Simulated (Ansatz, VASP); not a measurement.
**Sb in VASP and in Ansatz**

```xyz
2
Lattice="3.3690 0.0000 0.0000 -1.6845 2.9176 0.0000 0.0000 0.0000 5.4366" Properties=species:S:1:pos:R:3 pbc="T T T"
Sb    0.0000    1.9451    1.3592
Sb    1.6845    0.9725    4.0775
```

Change from the starting cell: zz strain of +2 %, crystal datasets.

Alike in both runs: task electric field gradients; functional PBEsol; k mesh 12 × 12 × 7; occupations fermi-dirac, width 0.05 eV; no spin polarisation.

|  | VASP | Ansatz |
| --- | --- | --- |
| version | VASP 6.6.1 | Ansatz 0.2.0 |
| potentials or method | VASP PAW PBE potentials, release 64 (Sb), cutoff 520 eV | all-electron PAW with datasets made for the crystal, scalar-relativistic |

Ansatz gave:

| Item | Value |
| --- | --- |
| pressure (GPa) | -1.4 |
| traceless stress, the component that is largest in VASP (GPa) | -0.63 |
| size of Vzz on the site where it differs most (V/Å²) | 22.9 |

Problem. What did VASP give for the same quantities?

Solution. Pressure (GPa): -1.5; traceless stress, the component that is largest in VASP (GPa): -0.64; size of Vzz on the site where it differs most (V/Å²): 21.2.

VASP's potentials were made for PBE, not for PBEsol. Ansatz ran all-electron here, and VASP with PAW potentials.

Spin-orbit coupling is off throughout.
